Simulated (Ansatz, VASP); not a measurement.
**One calculation of WS2, two programs**

```
W S
1.0
     3.06713    0.00000    0.00000
    -1.53357    2.65621    0.00000
     0.00000    0.00000   17.80109
W S
1 2
Cartesian
  0.0000 1.7708 0.0000
  1.5336 0.8854 16.1558
  1.5336 0.8854 1.6452
```

Change from the starting cell: strain -0.025 along x and y, +0.050 along z, atoms carried along.

Alike in both runs: task single point; functional PBEsol; k mesh 12 × 12 × 2; occupations gaussian, width 0.05 eV; no spin polarisation.

|  | VASP | Ansatz |
| --- | --- | --- |
| version | VASP 6.6.1 | Ansatz 0.2.0 |
| potentials or method | VASP PAW PBE potentials, release 64 (W_sv, S), cutoff 520 eV | scalar-relativistic, plane waves, PAW |
| valence electrons in the cell | 26 | 26 |

|  | VASP | Ansatz | Ansatz less VASP |
| --- | --- | --- | --- |
| gap on the k mesh at the Fermi level (eV) | 1.67 | 1.67 | -0.002 |
| least direct gap on the mesh (eV) | 2.47 | 2.46 | -0.004 |
| rms of the force components (eV/Å) | 0.439 | 0.449 | +0.0101 |

VASP's potentials were made for PBE, not for PBEsol. Atom by atom the forces differ by 0.010 eV/Å (rms over components).

Neither program's run includes spin-orbit coupling.
